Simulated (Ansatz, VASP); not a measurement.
## WS2 in VASP and in Ansatz

File INCAR:

```
SYSTEM = WS2
PREC = Accurate
ENCUT = 520
EDIFF = 1E-7
ISMEAR = -1
SIGMA = 0.1
LREAL = .FALSE.
LASPH = .TRUE.
NELM = 100
ALGO = Normal
ISIF = 2
LWAVE = .FALSE.
LCHARG = .FALSE.
GGA = PS
NBANDS = 20
```

Contents of KPOINTS:

```
Automatic mesh
0
G
  12 12 12
  0 0 0
```

The input POSCAR:

```
WS2
1.0
    1.5790000000      0.9116360000      6.1633330000
   -1.5790000000      0.9116360000      6.1633330000
    0.0000000000     -1.8232720000      6.1633330000
W S
1 2
Direct
    0.0000000000      0.0000000000      0.0000000000
    0.2497000000      0.2497000000      0.2497000000
    0.4190000000      0.4190000000      0.4190000000
```

Input for Ansatz:

```yaml
crystal:
  lattice:
    - [1.579, 0.911636, 6.163333]
    - [-1.579, 0.911636, 6.163333]
    - [0.0, -1.823272, 6.163333]
  atoms:
    - { symbol: W, position: [0.0, 0.0, 0.0] }
    - { symbol: S, position: [0.2497, 0.2497, 0.2497] }
    - { symbol: S, position: [0.419, 0.419, 0.419] }
basis:
  ecutwfc: 600.0
kpoints:
  mp_grid:
    grid: [12, 12, 12]
hamiltonian:
  xc: pbesol
scf:
  occupations:
    method: fermi_dirac
output:
  forces: true
  stress: true
```

Alike in both runs: task single point; functional PBEsol; k mesh 12 × 12 × 12; no spin polarisation.

|  | VASP | Ansatz |
| --- | --- | --- |
| version | VASP 6.6.1 | Ansatz 0.2.0 |
| potentials or method | VASP PAW PBE potentials, release 64 (W_sv, S), cutoff 520 eV | plane waves, PAW |
| occupations | fermi-dirac, width 0.1 eV | fermi-dirac |
| valence electrons in the cell | 26 | 26 |

VASP gave:

```
pressure (GPa)                                                : -0.5
traceless stress, the component that is largest in VASP (GPa) : 0.72
rms of the force components (eV/Å)                            : 0.247
```

Question: What did Ansatz give for the same quantities?

Answer: Pressure (GPa): -0.6; traceless stress, the component that is largest in VASP (GPa): 0.69; rms of the force components (eV/Å): 0.247.

VASP's potentials were made for PBE, not for PBEsol. Atom by atom the forces differ by 0.010 eV/Å (rms over components).

Spin-orbit coupling is off throughout.
